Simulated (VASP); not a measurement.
**Au: single point with LDA**

Au, a slab with vacuum:

```
Au
1.0
     2.86261    0.00000    0.00000
     0.00000    4.04834    0.00000
     0.00000    0.00000   21.72520
Au
5
Direct
  0.00000 0.00000 0.37296
  0.50000 0.50000 0.43119
  0.00000 0.00000 0.50000
  0.50000 0.50000 0.56881
  0.00000 0.00000 0.62704
```

* Program: VASP 6.6.1
* Task: single point
* Functional: LDA
* Potentials or basis: VASP PAW LDA potentials, release 64 (Au)
* Cutoff: 520 eV
* k mesh: 13 × 9 × 1
* Occupations: fermi-dirac, width 0.05 eV
* Spin: no spin polarisation
* Dipole correction: yes
* Electric field (eV/Å): -0.3 eV/Å
* Further INCAR settings: ALGO = Normal; EDIFF = 1e-06; NBANDS = 36; EFIELD = -0.3

```
Largest force          : 0.050 eV/Å
Band gap on the k mesh : zero (an odd number of electrons rules out a gap without spin polarisation)
```

Forces in eV/Å, atoms in the order of the input:
```
Au   0.000  0.000 -0.050
Au   0.000  0.000  0.000
Au   0.000  0.000  0.019
Au   0.000  0.000 -0.008
Au   0.000  0.000  0.039
```

Levels at points of the mesh, in eV from the Fermi level:
| k point | band 26 | band 27 | band 28 | band 29 | band 30 | band 31 |
| --- | --- | --- | --- | --- | --- | --- |
| (0.00, 0.00, 0.00) | -1.76 | -1.47 | -1.22 | 0.66 | 2.45 | 3.65 |

Run time: 5.5 min on 1 thread of Intel(R) Xeon(R) Platinum 8488C (Sapphire Rapids), on a shared host, peak memory 0.4 GiB.

Caveat: spin-orbit coupling is left out, which moves the levels of the heavy elements.
